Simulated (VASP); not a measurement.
Input of a VASP 6.6.1 run:

Contents of INCAR:

```
SYSTEM = Ti2InC6
  PREC = Accurate
  ENCUT = 520
  EDIFF = 1E-6
  ISMEAR = 0
  SIGMA = 0.1
  LREAL = .False.
  LASPH = .True.
  NELM = 100
  ALGO = Normal
  ISIF = 2
  LWAVE = .False.
  LCHARG = .False.
  GGA = PE
  NBANDS = 40
```

File KPOINTS:

```
Automatic mesh
0
Gamma
  4 4 4
  0 0 0
```

Contents of POSCAR:

```
Ti2InC6
1.0
    0.0000000000      3.5120309564      3.5120309564
    3.5120309564      0.0000000000      3.5120309564
    3.5120309564      3.5120309564      0.0000000000
Ti In C
2 1 6
Direct
    0.2500000000      0.2500000000      0.2500000000
    0.7500000000      0.7500000000      0.7500000000
    0.0000000000      0.0000000000      0.0000000000
    0.6756784941      0.3243215059      0.3243215059
    0.3243215059      0.6756784941      0.6756784941
    0.3243215059      0.6756784941      0.3243215059
    0.6756784941      0.3243215059      0.6756784941
    0.3243215059      0.3243215059      0.6756784941
    0.6756784941      0.6756784941      0.3243215059
```

Potentials or basis: VASP PAW PBE potentials, release 64 (Ti_sv, In_d, C).

The run is started by

```bash
$ cat potpaw_PBE.64/Ti_sv/POTCAR potpaw_PBE.64/In_d/POTCAR potpaw_PBE.64/C/POTCAR > POTCAR
$ mpirun -np 1 vasp_std > vasp.out
```

(1) What does it give for the pressure?

(2) Predict the largest force.

## Answers

(1) 0.1 GPa.

(2) 0.034 eV/Å.

Caveat: the k points lie up to 0.39 Å⁻¹ apart.
